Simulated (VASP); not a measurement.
# Pb (Fm-3m) in VASP: single point with PBEsol

Aim: the single point of Pb with PBEsol.

Program: VASP 6.6.1. These are calculated values, not measurements. Logs are shortened: lines on timing, memory, paths and dates and some standing lists are left out, and cuts for length are marked.

## (1) The cell of the first run

It takes space group Fm-3m (No. 225, cubic). The conventional cell has a = 4.836 Å, b = 4.836 Å, c = 4.836 Å, α = 90.00°, β = 90.00°, γ = 90.00°. Within 4.5 Å of Pb (site symmetry m-3m) lie 12 Pb at 3.42 Å.

## (2) Single point, PBEsol

INCAR reads:

```
SYSTEM = Pb
PREC = Accurate ; ENCUT = 520
EDIFF = 1E-6 ; ISMEAR = 0
SIGMA = 0.1 ; LREAL = .False.
LASPH = .True. ; NELM = 80
ALGO = Normal ; ISIF = 2
LWAVE = .False. ; LCHARG = .True.
GGA = PS ; LELF = .True.
LVHAR = .True. ; NBANDS = 13
```

KPOINTS reads:

```
regular mesh
0
Gamma
  6 6 6
  0 0 0
```

POSCAR reads:

```
Pb
1.0
    0.0000000000      2.4179375462      2.4179375462
    2.4179375462      0.0000000000      2.4179375462
    2.4179375462      2.4179375462      0.0000000000
Pb
1
Direct
    0.0000000000      0.0000000000      0.0000000000
```

Potentials or basis: VASP PAW PBE potentials, release 64 (Pb_d).

Run with:

```sh
cat potpaw_PBE.64/Pb_d/POTCAR > POTCAR
mpirun -np 1 vasp_std > vasp.out
```

OUTCAR:

```text
SYSTEM = Pb
   PREC = Accurate
   ENCUT = 520
   EDIFF = 1E-6
   ISMEAR = 0
   LREAL = .False.
   LASPH = .True.
   NELM = 80
   ISIF = 2
   GGA = PS

 ion  position               nearest neighbor table
   1  0.000  0.000  0.000-

  LATTYP: Found a face centered cubic cell.
 ALAT       =     4.8358750924

  Lattice vectors:

 A1 = (   0.0000000000,   2.4179375462,   2.4179375462)
 A2 = (   2.4179375462,   0.0000000000,   2.4179375462)
 A3 = (   2.4179375462,   2.4179375462,   0.0000000000)

Analysis of symmetry for initial positions (statically):
=====================================================================
 Subroutine PRICEL returns:
 Original cell was already a primitive cell.

 Routine SETGRP: Setting up the symmetry group for a
 face centered cubic supercell.

 Subroutine GETGRP returns: Found 48 space group operations
 (whereof 48 operations were pure point group operations)
 out of a pool of 48 trial point group operations.

The static configuration has the point symmetry O_h .

Analysis of symmetry for dynamics (positions and initial velocities):
=====================================================================
 Subroutine PRICEL returns:
 Original cell was already a primitive cell.

 Routine SETGRP: Setting up the symmetry group for a
 face centered cubic supercell.

 Subroutine GETGRP returns: Found 48 space group operations
 (whereof 48 operations were pure point group operations)
 out of a pool of 48 trial point group operations.

The dynamic configuration has the point symmetry O_h .

 Subroutine INISYM returns: Found 48 space group operations
 (whereof 48 operations are pure point group operations),
 and found     1 'primitive' translations

----------------------------------------------------------------------------------------

                                     Primitive cell

  volume of cell :      28.2726

  direct lattice vectors                    reciprocal lattice vectors
     0.000000000  2.417937546  2.417937546    -0.206787806  0.206787806  0.206787806
     2.417937546  0.000000000  2.417937546     0.206787806 -0.206787806  0.206787806
     2.417937546  2.417937546  0.000000000     0.206787806  0.206787806 -0.206787806

  length of vectors
     3.419480071  3.419480071  3.419480071     0.358166986  0.358166986  0.358166986

  position of ions in fractional coordinates (direct lattice)
     0.000000000  0.000000000  0.000000000

  ion indices of the primitive-cell ions
   primitive index   ion index
                 1           1

----------------------------------------------------------------------------------------

 KPOINTS: regular mesh

Automatic generation of k-mesh.
 Grid dimensions read from file:
 generate k-points for:    6    6    6

 Generating k-lattice:

  Cartesian coordinates                     Fractional coordinates (reciprocal lattice)
    -0.034464634  0.034464634  0.034464634     0.166666667  0.000000000  0.000000000
     0.034464634 -0.034464634  0.034464634     0.000000000  0.166666667  0.000000000
     0.034464634  0.034464634 -0.034464634     0.000000000  0.000000000  0.166666667

  Length of vectors
     0.059694498  0.059694498  0.059694498

  Shift w.r.t. Gamma in fractional coordinates (k-lattice)
     0.000000000  0.000000000  0.000000000

 Subroutine IBZKPT returns following result:
 ===========================================

 Found     16 irreducible k-points:

 Following reciprocal coordinates:
            Coordinates               Weight
  0.000000  0.000000  0.000000      1.000000
  0.166667  0.000000  0.000000      8.000000
  0.333333  0.000000  0.000000      8.000000
  0.500000  0.000000  0.000000      4.000000
  0.166667  0.166667  0.000000      6.000000
  0.333333  0.166667  0.000000     24.000000
[... 8 lines left out ...]
 -0.333333  0.333333  0.166667     24.000000
 -0.333333  0.500000  0.166667     12.000000
   k-points           NKPTS =     16   k-points in BZ     NKDIM =     16   number of bands    NBANDS=     13
   number of dos      NEDOS =    301   number of ions     NIONS =      1
   total plane-waves  NPLWV =  21952
   dimension x,y,z NGX =    28 NGY =   28 NGZ =   28
   dimension x,y,z NGXF=    56 NGYF=   56 NGZF=   56
   ions per type =               1
   NGX,Y,Z   is equivalent  to a cutoff of  13.61, 13.61, 13.61 a.u.
   NGXF,Y,Z  is equivalent  to a cutoff of  27.23, 27.23, 27.23 a.u.
 SYSTEM =  Pb
   PREC   = accura    normal or accurate (medium, high low for compatibility)
   ISTART =      0    job   : 0-new  1-cont  2-samecut
   ICHARG =      2    charge: 1-file 2-atom 10-const
   ISPIN  =      1    spin polarized calculation?
   LNONCOLLINEAR =      F non collinear calculations
   LSORBIT =      F    spin-orbit coupling
   LASPH  =      T    aspherical Exc in radial PAW
   ENCUT  =  520.0 eV  38.22 Ry    6.18 a.u.   6.36  6.36  6.36*2*pi/ulx,y,z
   NELM   =     80;   NELMIN=  2; NELMDL= -5     # of ELM steps
   EDIFF  = 0.1E-05   stopping-criterion for ELM
   LREAL  =      F    real-space projection
   EDIFFG = 0.1E-04   stopping-criterion for IOM
   NSW    =      0    number of steps for IOM
   IBRION =     -1    ionic relax: 0-MD 1-quasi-New 2-CG
   NFREE  =      0    steps in history (QN), initial steepest desc. (CG)
   ISIF   =      2    stress and relaxation
   ISYM   =      2    0-nonsym 1-usesym 2-fastsym
   POTIM  = 0.5000    time-step for ionic-motion
   TEBEG  =    0.0;   TEEND  =   0.0 temperature during run
   PSTRESS=    0.0 pullay stress
   NELECT =      14.0000    total number of electrons
   NUPDOWN=      -1.0000    fix difference up-down
   EMIN   =  10.00;   EMAX   =-10.00  energy-range for DOS
   EFERMI =   0.00;   METHOD = LEGACY
   ISMEAR =     0;   SIGMA  =   0.10  broadening in eV -4-tet -1-fermi 0-gaus
   EFERMI_NEDOS =   21; number of points for ismear=-14 and -15
   IALGO  =     38    algorithm
   IMIX   =      4    mixing-type and parameters
     AMIX     =   0.40;   BMIX     =  1.00
     AMIX_MAG =   1.60;   BMIX_MAG =  1.00
  volume/ion in A,a.u.               =      28.27       190.79
  Fermi-wavevector in a.u.,A,eV,Ry     =   1.295177  2.447529 22.823545  1.677483
  Thomas-Fermi vector in A             =   2.426713
   LORBIT       =      0    0 simple, 1 ext, 2 COOP (PROOUT), +10 PAW based schemes
   GGA     = PS    functional components
   LHFCALC =     F    Hartree Fock is set to
   AEXX    =    0.0000 exact exchange contribution
   IVDW    =     0    specifies the selected vdW correction
   LEPSILON=     F    determine dielectric tensor
   LRPA    =     F    only Hartree local field effects (RPA)
 non-spin polarized calculation
 Gauss-broadening in eV      SIGMA  =   0.10
  energy-cutoff  :      520.00
  volume of cell :       28.27
 maximum number of plane-waves:       778
 NGX is ok and might be reduce to    28
   NGX = 13   NGY = 13   NGZ = 13

 number of electron      14.0000002 magnetization

 Free energy of the ion-electron system (eV)
  ---------------------------------------------------
  ext. energy  EPLUGINS =         0.00000000
  ---------------------------------------------------
  free energy    TOTEN  =        -3.86921556 eV

  energy without entropy =       -3.86440276  energy(sigma->0) =       -3.86680916

 E-fermi :   8.1396     XC(G=0): -10.6741

 val. band max:        8.0586273586   @ k =   0.3333   0.3333   0.0000
 cond. band min:       8.2120911900   @ k =   0.3333   0.1667   0.0000
 fundamental gap:      0.1534638314
 Fermi energy:         8.1395764527

 k-point     1 :       0.0000    0.0000    0.0000
  band No.  band energies     occupation
      1      -9.1074      2.00000
      2      -9.1074      2.00000
      3      -9.1074      2.00000
      4      -8.9358      2.00000
      5      -8.9358      2.00000
      6      -4.3446      2.00000
      7      15.8935      0.00000
      8      15.8935      0.00000
      9      15.8935      0.00000
     10      17.7210      0.00000
     11      20.1369      0.00000
     12      20.9339      0.00000
     13      20.9339      0.00000

 k-point     2 :       0.1667    0.0000    0.0000
  band No.  band energies     occupation
      1      -9.1130      2.00000
      2      -9.0713      2.00000
      3      -9.0713      2.00000
      4      -8.9294      2.00000
      5      -8.9294      2.00000
      6      -3.7671      2.00000
      7      11.4997      0.00000
      8      15.2848      0.00000
      9      15.2848      0.00000
     10      17.3072      0.00000
     11      20.8370      0.00000
     12      21.5726      0.00000
     13      21.5726      0.00000

 k-point     3 :       0.3333    0.0000    0.0000
  band No.  band energies     occupation
      1      -9.1395      2.00000
      2      -9.0773      2.00000
      3      -9.0773      2.00000
      4      -8.8344      2.00000
      5      -8.8344      2.00000
      6      -2.0606      2.00000
      7       6.3206      2.00000
      8      14.3168      0.00000
      9      14.3168      0.00000
     10      17.1136      0.00000
     11      18.8715      0.00000
     12      20.0606      0.00000
     13      20.0606      0.00000
[... 177 lines left out ...]
 k-point    15 :      -0.3333    0.3333    0.1667
  band No.  band energies     occupation
      1      -9.1203      2.00000
      2      -9.0694      2.00000
      3      -8.9546      2.00000
      4      -8.9036      2.00000
      5      -8.7660      2.00000
      6       0.7980      2.00000
      7       5.0519      2.00000
      8       7.9243      1.99767
      9       9.9968      0.00000
     10      17.6655      0.00000
     11      19.7369      0.00000
     12      22.6230      0.00000
     13      22.7586      0.00000

 k-point    16 :      -0.3333    0.5000    0.1667
  band No.  band energies     occupation
      1      -9.1811      2.00000
      2      -9.1395      2.00000
      3      -8.8866      2.00000
      4      -8.8492      2.00000
      5      -8.7242      2.00000
      6       1.3948      2.00000
      7       5.2948      2.00000
      8       7.7873      2.00000
      9       8.4572      0.00001
     10      17.1337      0.00000
     11      17.9429      0.00000
     12      23.1839      0.00000
     13      23.8180      0.00000

------------------------ aborting loop because EDIFF is reached ----------------------------------------

  FORCE on cell =-STRESS in cart. coord.  units (eV):
  Direction    XX          YY          ZZ          XY          YZ          ZX
  --------------------------------------------------------------------------------------
  -------------------------------------------------------------------------------------
  Total        0.7726298      0.7726298      0.7726298     -0.0000000     -0.0000000      0.0000000
  in kB       43.7841393     43.7841393     43.7841393     -0.0000000     -0.0000000      0.0000000
  external PRESSURE =      43.7841393 kB  Pullay stress =       0.0000000 kB

 VOLUME and BASIS-vectors are now :
 -----------------------------------------------------------------------------
  energy-cutoff  :      520.00
  volume of cell :       28.27
      direct lattice vectors                 reciprocal lattice vectors
     0.000000000  2.417937546  2.417937546    -0.206787806  0.206787806  0.206787806
     2.417937546  0.000000000  2.417937546     0.206787806 -0.206787806  0.206787806
     2.417937546  2.417937546  0.000000000     0.206787806  0.206787806 -0.206787806

 POSITION                                       TOTAL-FORCE (eV/Angst)
 -----------------------------------------------------------------------------------
      0.00000      0.00000      0.00000         0.000000     -0.000000      0.000000
 -----------------------------------------------------------------------------------
    total drift:                               -0.000000     -0.000000     -0.000000

  FREE ENERGIE OF THE ION-ELECTRON SYSTEM (eV)
  ---------------------------------------------------
  free  energy   TOTEN  =        -3.8692155594 eV

  energy  without entropy=       -3.8644027604  energy(sigma->0) =       -3.86680916
```

Run time: 12 s. Hardware: 1 thread of Intel Xeon 8259CL, shared host; peak memory 0.16 GiB.

What came out:

| Property | Result |
| --- | --- |
| Free energy | -3.8692 eV |
| Pressure | 4.4 GPa |
| Band gap on the k mesh | zero (bands 7 and 8 overlap by 9.68 eV) |

Caveat: the k points lie up to 0.38 Å⁻¹ apart, too coarse for converged energies and pressures of a metal; the PAW data sets were made with another functional, which shifts forces and pressure a little; spin-orbit coupling is left out, which moves the levels of the heavy elements.

The gap in the log of VASP goes by the Fermi energy; the results here count the filled bands.